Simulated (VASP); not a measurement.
## FeSi: single point with PBEsol

FeSi:

```
CELL_PARAMETERS angstrom
4.40351 0.00000 0.00000
0.00000 4.40351 0.00000
0.00000 0.00000 4.40351
ATOMIC_POSITIONS crystal
Fe 0.86292 0.63708 0.36292
Fe 0.63708 0.36292 0.86292
Fe 0.36292 0.86292 0.63708
Fe 0.13708 0.13708 0.13708
Si 0.15880 0.34120 0.65880
Si 0.34120 0.65880 0.15880
Si 0.65880 0.15880 0.34120
Si 0.84120 0.84120 0.84120
```

```
Program             : VASP 6.6.1
Task                : single point
Functional          : PBEsol
Potentials or basis : VASP PAW PBE potentials, release 64 (Fe, Si)
Cutoff              : 520 eV
k mesh              : 6 × 6 × 6
Occupations         : fermi-dirac, width 0.05 eV
Spin                : collinear spin, ferromagnetic start
Starting moments    : [3.0, 3.0, 3.0, 3.0, 0.0, 0.0, 0.0, 0.0] μB
```

The pressure is 0.6 GPa and the largest force is 0.045 eV/Å. The band gap on the k mesh is 0.16 eV, the net moment is 0.00 μB per cell and the valence electrons inside the program's atomic spheres are Fe 7.75; Si 1.66.

Forces in eV/Å, atoms in the order of the input:
```
Fe  -0.026  0.026 -0.026
Fe   0.026 -0.026 -0.026
Fe  -0.026 -0.026  0.026
Fe   0.026  0.026  0.026
Si  -0.003  0.003 -0.003
Si   0.003 -0.003 -0.003
Si  -0.003 -0.003  0.003
Si   0.003  0.003  0.003
```

Levels at points of the mesh, in eV from the valence-band top:
Spin up:
| k point | band 21 | band 22 | band 23 | band 24 | band 25 | band 26 | band 27 | band 28 |
| --- | --- | --- | --- | --- | --- | --- | --- | --- |
| (0.00, 0.00, 0.00) | -0.28 | -0.28 | -0.03 | -0.03 | 0.69 | 0.69 | 0.69 | 3.21 |
| (0.50, 0.00, 0.00) | -0.39 | -0.39 | 0.00 | 0.00 | 0.19 | 0.19 | 1.78 | 1.78 |
| (0.50, 0.50, 0.00) | -1.05 | -1.05 | -0.36 | -0.36 | 0.66 | 0.66 | 1.35 | 1.35 |
| (0.50, 0.50, 0.50) | -0.68 | -0.68 | -0.68 | -0.68 | 0.50 | 0.50 | 0.50 | 0.50 |
Spin down:
```tsv
k point	band 20	band 21	band 22	band 23	band 24	band 25	band 26	band 27	band 28	band 29
(0.00, 0.00, 0.00)	-0.28	-0.28	-0.28	-0.03	-0.03	0.69	0.69	0.69	3.21	3.21
(0.50, 0.00, 0.00)	-1.28	-0.39	-0.39	0.00	0.00	0.19	0.19	1.78	1.78	2.36
(0.50, 0.50, 0.00)	-1.32	-1.05	-1.05	-0.36	-0.36	0.66	0.66	1.35	1.35	2.86
(0.50, 0.50, 0.50)	-0.76	-0.68	-0.68	-0.68	-0.68	0.50	0.50	0.50	0.50	5.86
```

It took 3.9 min on 1 thread of Intel(R) Xeon(R) Platinum 8488C (Sapphire Rapids) (shared host), peak memory 0.29 GiB.

Caveat: the moments typed at the start vanished in this run; the PAW data sets were made with another functional, which shifts forces and pressure a little. A k mesh can miss the band edges.
